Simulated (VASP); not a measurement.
# Os (P6/mmm) in VASP: further runs

Runs on Os. Level: r2SCAN. Tasks: single point.

Program: VASP 6.6.1. These are calculated values, not measurements. Logs are shortened: lines on timing, memory, paths and dates and some standing lists are left out, and cuts for length are marked.

### 1 The cell of the first run

The structure is hexagonal, space group P6/mmm (No. 191). The conventional cell has a = 4.296 Å, b = 4.296 Å, c = 2.704 Å, α = 90.00°, β = 90.00°, γ = 120.00°. Within 3.6 Å of Os (site symmetry 6/mmm) lie 14 Os at 2.70 to 2.82 Å. Within 3.3 Å of Os (site symmetry -6m2) lie 11 Os at 2.48 to 2.82 Å.

This isn't the form of Os at room conditions, which is hcp.

### 2 Single point, r2SCAN

The input, POSCAR:

```
Os
1.0
    4.2959243207      0.0000000000      0.0000000000
   -2.1479621604      3.7203795945      0.0000000000
    0.0000000000      0.0000000000      2.7044374839
Os
3
Direct
    1.0000000000      1.0000000000      1.0000000000
    0.3333333333      0.6666666667      0.5000000000
    0.6666666667      0.3333333333      0.5000000000
```

The input, INCAR.step1:

```
SYSTEM = Os
PREC = Accurate
ENCUT = 520
ISMEAR = -1
SIGMA = 0.1
LREAL = .FALSE.
LASPH = .TRUE.
NELM = 60
NBANDS = 19
GGA = PE
ALGO = Normal
EDIFF = 1E-4
LWAVE = .TRUE.
LCHARG = .FALSE.
```

The input, INCAR.step2:

```
SYSTEM = Os
PREC = Accurate
ENCUT = 520
EDIFF = 1E-7
ISMEAR = -1
SIGMA = 0.1
LREAL = .FALSE.
LASPH = .TRUE.
NELM = 60
ALGO = Normal
ISIF = 2
LWAVE = .FALSE.
LCHARG = .FALSE.
METAGGA = R2SCAN
LMIXTAU = .TRUE.
NBANDS = 19
ISTART = 1
```

The input, KPOINTS:

```
Automatic mesh
0
G
  9 9 12
  0 0 0
```

Potentials or basis: VASP PAW PBE potentials, release 64 (Os).

Run with:

```bash
$ cat potpaw_PBE.64/Os/POTCAR > POTCAR
$ cp INCAR.step1 INCAR
$ mpirun -np 1 vasp_std > vasp.out
$ cp INCAR.step2 INCAR
$ mpirun -np 1 vasp_std > vasp.out
```

OUTCAR:

```text
SYSTEM = Os
   PREC = Accurate
   ENCUT = 520
   EDIFF = 1E-7
   ISMEAR = -1
   LREAL = .FALSE.
   LASPH = .TRUE.
   NELM = 60
   ISIF = 2
   METAGGA = R2SCAN
   ISTART = 1

 ion  position               nearest neighbor table
   1  0.000  0.000  0.000-   2 2.82   3 2.82   2 2.82   3 2.82   3 2.82   3 2.82   2 2.82   2 2.82
                             3 2.82   3 2.82   2 2.82   2 2.82
   2  0.333  0.667  0.500-   3 2.48   3 2.48   3 2.48   1 2.82   1 2.82   1 2.82   1 2.82   1 2.82
                             1 2.82
   3  0.667  0.333  0.500-   2 2.48   2 2.48   2 2.48   1 2.82   1 2.82   1 2.82   1 2.82   1 2.82
                             1 2.82

  LATTYP: Found a hexagonal cell.
 ALAT       =     4.2959243207
 C/A-ratio  =     0.6295356440

  Lattice vectors:

 A1 = (   4.2959243207,   0.0000000000,   0.0000000000)
 A2 = (  -2.1479621604,   3.7203795945,   0.0000000000)
 A3 = (   0.0000000000,   0.0000000000,   2.7044374839)

Analysis of symmetry for initial positions (statically):
=====================================================================
 Subroutine PRICEL returns:
 Original cell was already a primitive cell.

 Routine SETGRP: Setting up the symmetry group for a
 hexagonal supercell.

 Subroutine GETGRP returns: Found 24 space group operations
 (whereof 24 operations were pure point group operations)
 out of a pool of 24 trial point group operations.

The static configuration has the point symmetry D_6h.

Analysis of symmetry for dynamics (positions and initial velocities):
=====================================================================
 Subroutine PRICEL returns:
 Original cell was already a primitive cell.

 Routine SETGRP: Setting up the symmetry group for a
 hexagonal supercell.

 Subroutine GETGRP returns: Found 24 space group operations
 (whereof 24 operations were pure point group operations)
 out of a pool of 24 trial point group operations.

The dynamic configuration has the point symmetry D_6h.

 Subroutine INISYM returns: Found 24 space group operations
 (whereof 24 operations are pure point group operations),
 and found     1 'primitive' translations

----------------------------------------------------------------------------------------

                                     Primitive cell

  volume of cell :      43.2236

  direct lattice vectors                    reciprocal lattice vectors
     4.295924321  0.000000000  0.000000000     0.232778775  0.134394888  0.000000000
    -2.147962160  3.720379595  0.000000000     0.000000000  0.268789777  0.000000000
     0.000000000  0.000000000  2.704437484     0.000000000  0.000000000  0.369762661

  length of vectors
     4.295924321  4.295924321  2.704437484     0.268789777  0.268789777  0.369762661

  position of ions in fractional coordinates (direct lattice)
     0.000000000  0.000000000  0.000000000
     0.333333333  0.666666667  0.500000000
     0.666666667  0.333333333  0.500000000

  ion indices of the primitive-cell ions
   primitive index   ion index
                 1           1
                 2           2
                 3           3

----------------------------------------------------------------------------------------

 KPOINTS: Automatic mesh

Automatic generation of k-mesh.
 Grid dimensions read from file:
 generate k-points for:    9    9   12

 Generating k-lattice:

  Cartesian coordinates                     Fractional coordinates (reciprocal lattice)
     0.025864308  0.014932765  0.000000000     0.111111111  0.000000000  0.000000000
     0.000000000  0.029865531  0.000000000     0.000000000  0.111111111  0.000000000
     0.000000000  0.000000000  0.030813555     0.000000000  0.000000000  0.083333333

  Length of vectors
     0.029865531  0.029865531  0.030813555

  Shift w.r.t. Gamma in fractional coordinates (k-lattice)
     0.000000000  0.000000000  0.000000000

 Subroutine IBZKPT returns following result:
 ===========================================

 Found     84 irreducible k-points:

 Following reciprocal coordinates:
            Coordinates               Weight
  0.000000  0.000000  0.000000      1.000000
  0.111111 -0.000000  0.000000      6.000000
  0.222222 -0.000000  0.000000      6.000000
  0.333333 -0.000000  0.000000      6.000000
  0.444444 -0.000000  0.000000      6.000000
  0.111111  0.111111  0.000000      6.000000
[... 16 lines left out ...]
  0.333333  0.222222  0.083333     24.000000
  0.333333  0.333333  0.083333      4.000000
 [... further k-points ...]
   k-points           NKPTS =     84   k-points in BZ     NKDIM =     84   number of bands    NBANDS=     19
   number of dos      NEDOS =    301   number of ions     NIONS =      3
   total plane-waves  NPLWV =  20480
   dimension x,y,z NGX =    32 NGY =   32 NGZ =   20
   dimension x,y,z NGXF=    64 NGYF=   64 NGZF=   40
   ions per type =               3
   NGX,Y,Z   is equivalent  to a cutoff of  12.38, 12.38, 12.29 a.u.
   NGXF,Y,Z  is equivalent  to a cutoff of  24.77, 24.77, 24.59 a.u.
 SYSTEM =  Os
   PREC   = accura    normal or accurate (medium, high low for compatibility)
   ISTART =      1    job   : 0-new  1-cont  2-samecut
   ICHARG =      0    charge: 1-file 2-atom 10-const
   ISPIN  =      1    spin polarized calculation?
   LNONCOLLINEAR =      F non collinear calculations
   LSORBIT =      F    spin-orbit coupling
   LASPH  =      T    aspherical Exc in radial PAW
   ENCUT  =  520.0 eV  38.22 Ry    6.18 a.u.   7.99  7.99  5.03*2*pi/ulx,y,z
   NELM   =     60;   NELMIN=  2; NELMDL=  0     # of ELM steps
   EDIFF  = 0.1E-06   stopping-criterion for ELM
   LREAL  =      F    real-space projection
   EDIFFG = 0.1E-05   stopping-criterion for IOM
   NSW    =      0    number of steps for IOM
   IBRION =     -1    ionic relax: 0-MD 1-quasi-New 2-CG
   NFREE  =      0    steps in history (QN), initial steepest desc. (CG)
   ISIF   =      2    stress and relaxation
   ISYM   =      2    0-nonsym 1-usesym 2-fastsym
   POTIM  = 0.5000    time-step for ionic-motion
   TEBEG  =    0.0;   TEEND  =   0.0 temperature during run
   PSTRESS=    0.0 pullay stress
   NELECT =      24.0000    total number of electrons
   NUPDOWN=      -1.0000    fix difference up-down
   EMIN   =  10.00;   EMAX   =-10.00  energy-range for DOS
   EFERMI =   0.00;   METHOD = LEGACY
   ISMEAR =    -1;   SIGMA  =   0.10  broadening in eV -4-tet -1-fermi 0-gaus
   EFERMI_NEDOS =   21; number of points for ismear=-14 and -15
   IALGO  =     38    algorithm
   IMIX   =      4    mixing-type and parameters
     AMIX     =   0.40;   BMIX     =  1.00
     AMIX_MAG =   1.60;   BMIX_MAG =  1.00
  volume/ion in A,a.u.               =      14.41        97.23
  Fermi-wavevector in a.u.,A,eV,Ry     =   1.345566  2.542751 24.633995  1.810548
  Thomas-Fermi vector in A             =   2.473468
   LORBIT       =      0    0 simple, 1 ext, 2 COOP (PROOUT), +10 PAW based schemes
   METAGGA = R2SCAN    functional components
   LHFCALC =     F    Hartree Fock is set to
   AEXX    =    0.0000 exact exchange contribution
   IVDW    =     0    specifies the selected vdW correction
   LEPSILON=     F    determine dielectric tensor
   LRPA    =     F    only Hartree local field effects (RPA)
 non-spin polarized calculation
  energy-cutoff  :      520.00
  volume of cell :       43.22
 maximum number of plane-waves:      1197
 NGX is ok and might be reduce to    32
   NGX = 15   NGY = 15   NGZ = 11

 number of electron      23.9999997 magnetization

 Free energy of the ion-electron system (eV)
  ---------------------------------------------------
  ext. energy  EPLUGINS =         0.00000000
  ---------------------------------------------------
  free energy    TOTEN  =      -157.95377241 eV

  energy without entropy =     -157.87204622  energy(sigma->0) =     -157.91290931

 E-fermi :   9.0695     XC(G=0): -15.1665

 val. band max:        9.0602113643   @ k =   0.3333  -0.0000   0.0833
 cond. band min:       9.0695519614   @ k =   0.2222   0.2222   0.2500
 fundamental gap:      0.0093405971
 Fermi energy:         9.0695092142

 k-point     1 :       0.0000    0.0000    0.0000
  band No.  band energies     occupation
      1      -2.3117      2.00000
      2       1.6748      2.00000
      3       4.4673      2.00000
      4       4.6549      2.00000
      5       4.6549      2.00000
      6       4.7081      2.00000
[... 11 lines left out ...]
     18      18.2278      0.00000
     19      19.0954      0.00000

 k-point     2 :       0.1111   -0.0000    0.0000
  band No.  band energies     occupation
      1      -2.0974      2.00000
      2       1.7501      2.00000
      3       3.5957      2.00000
      4       4.1248      2.00000
      5       4.2333      2.00000
      6       5.1552      2.00000
[... 11 lines left out ...]
     18      17.1264      0.00000
     19      17.4244      0.00000

 k-point     3 :       0.2222   -0.0000    0.0000
  band No.  band energies     occupation
      1      -1.4837      2.00000
      2       1.8405      2.00000
      3       2.6779      2.00000
      4       3.6217      2.00000
      5       3.8163      2.00000
      6       5.0879      2.00000
[... 11 lines left out ...]
     18      15.1916      0.00000
     19      17.7883      0.00000

 k-point     4 :       0.3333   -0.0000    0.0000
  band No.  band energies     occupation
      1      -0.5620      2.00000
      2       1.4102      2.00000
      3       2.3918      2.00000
      4       3.1941      2.00000
      5       3.7292      2.00000
      6       4.7136      2.00000
[... 407 lines left out ...]
     18      12.6853      0.00000
     19      20.3777      0.00000

 k-point    23 :       0.3333    0.2222    0.0833
  band No.  band energies     occupation
      1       0.6418      2.00000
      2       1.2767      2.00000
      3       1.6268      2.00000
      4       3.7952      2.00000
      5       4.1173      2.00000
      6       4.6927      2.00000
[... 11 lines left out ...]
     18      11.7243      0.00000
     19      20.8313      0.00000

 k-point    24 :       0.3333    0.3333    0.0833
  band No.  band energies     occupation
      1       0.6564      2.00000
      2       1.4531      2.00000
      3       1.4531      2.00000
      4       4.0571      2.00000
      5       4.0571      2.00000
      6       4.7450      2.00000
[... 11 lines left out ...]
     18      11.3952      0.00000
     19      22.0797      0.00000

 [... further k-points ...]

------------------------ aborting loop because EDIFF is reached ----------------------------------------

  FORCE on cell =-STRESS in cart. coord.  units (eV):
  Direction    XX          YY          ZZ          XY          YZ          ZX
  --------------------------------------------------------------------------------------
  -------------------------------------------------------------------------------------
  Total        0.1997335      0.1997335      0.2277939     -0.0000000      0.0000000      0.0000000
  in kB        7.4035614      7.4035614      8.4436829     -0.0000000      0.0000000      0.0000000
  external PRESSURE =       7.7502686 kB  Pullay stress =       0.0000000 kB

 VOLUME and BASIS-vectors are now :
 -----------------------------------------------------------------------------
  energy-cutoff  :      520.00
  volume of cell :       43.22
      direct lattice vectors                 reciprocal lattice vectors
     4.295924321  0.000000000  0.000000000     0.232778775  0.134394888  0.000000000
    -2.147962160  3.720379595  0.000000000     0.000000000  0.268789777  0.000000000
     0.000000000  0.000000000  2.704437484     0.000000000  0.000000000  0.369762661

 POSITION                                       TOTAL-FORCE (eV/Angst)
 -----------------------------------------------------------------------------------
      0.00000      0.00000      0.00000         0.000000     -0.000000     -0.000000
     -0.00000      2.48025      1.35222        -0.000000      0.000000      0.000000
      2.14796      1.24013      1.35222         0.000000     -0.000000     -0.000000
 -----------------------------------------------------------------------------------
    total drift:                               -0.000000      0.000000      0.000000

  FREE ENERGIE OF THE ION-ELECTRON SYSTEM (eV)
  ---------------------------------------------------
  free  energy   TOTEN  =      -157.9537724099 eV

  energy  without entropy=     -157.8720462191  energy(sigma->0) =     -157.91290931
```

Wall time 5 min (1 thread of Oxide Virtual Turin-like, shared host); peak memory 0.16 GiB.

Results:

| Quantity | Value |
| --- | --- |
| Free energy | -157.9538 eV |
| Pressure | 0.8 GPa |
| Band gap on the k mesh | zero (bands 12 and 13 overlap by 3.03 eV) |

Stress tensor (GPa, compression positive):
```
0.74 0.00 0.00
0.00 0.74 0.00
0.00 0.00 0.84
```

Caveat: the PAW data sets were made with another functional, which shifts forces and pressure a little; spin-orbit coupling is left out, which moves the levels of the heavy elements.

### 3 Single point, r2SCAN (12.68 Å³/atom)

This run uses another cell than the first one, of 12.68 Å³/atom.

The input, POSCAR:

```
Os
1.0
    4.1167154189      0.0000000000      0.0000000000
   -2.0583577095      3.5651801330      0.0000000000
    0.0000000000      0.0000000000      2.5916190925
Os
3
Direct
    1.0000000000      1.0000000000      1.0000000000
    0.3333333333      0.6666666667      0.5000000000
    0.6666666667      0.3333333333      0.5000000000
```

The input, INCAR.step1:

```
SYSTEM = Os
ALGO = Normal ; EDIFF = 1E-4
ENCUT = 520 ; GGA = PE
ISMEAR = -1 ; LASPH = .True.
LCHARG = .False. ; LREAL = .False.
LWAVE = .True. ; NBANDS = 19
NELM = 60 ; PREC = Accurate
SIGMA = 0.1
```

The input, INCAR.step2:

```
SYSTEM = Os
ALGO = Normal ; EDIFF = 1E-6
ENCUT = 520 ; ISIF = 2
ISMEAR = -1 ; ISTART = 1
LASPH = .True. ; LCHARG = .False.
LMIXTAU = .True. ; LREAL = .False.
LWAVE = .False. ; METAGGA = R2SCAN
NBANDS = 19 ; NELM = 60
PREC = Accurate ; SIGMA = 0.1
```

The input, KPOINTS:

```
k-points
0
Gamma
  10 10 13
  0 0 0
```

Potentials or basis: VASP PAW PBE potentials, release 64 (Os).

Run with:

```bash
$ cat potpaw_PBE.64/Os/POTCAR > POTCAR
$ cp INCAR.step1 INCAR
$ mpirun -np 1 vasp_std > vasp.out
$ cp INCAR.step2 INCAR
$ mpirun -np 1 vasp_std > vasp.out
```

Wall time 4.1 min (1 thread of Oxide Virtual Turin-like, shared host); peak memory 0.17 GiB.

It converged, with:

* Free energy: -156.9231 eV
* Pressure: 71.6 GPa
* Band gap on the k mesh: zero (bands 12 and 13 overlap by 3.31 eV)

Stress tensor (GPa, compression positive):
```
74.37  0.00  0.00
 0.00 74.37  0.00
 0.00  0.00 66.06
```

Levels at points of the mesh, in eV from the Fermi level:
```tsv
k point	band 8	band 9	band 10	band 11	band 12	band 13	band 14	band 15	band 16	band 17
(0.00, 0.00, 0.00)	-4.13	-3.03	-3.03	-2.00	-2.00	-1.96	-1.96	3.11	3.11	8.93
(0.50, 0.00, 0.00)	-3.90	-3.81	-1.63	-1.62	0.09	0.47	1.56	1.60	1.70	1.91
```

Caveat: the stress differs along the axes, from 66 to 74 GPa; the PAW data sets were made with another functional, which shifts forces and pressure a little; spin-orbit coupling is left out, which moves the levels of the heavy elements.

The gap in the log of VASP goes by the Fermi energy; the results here count the filled bands.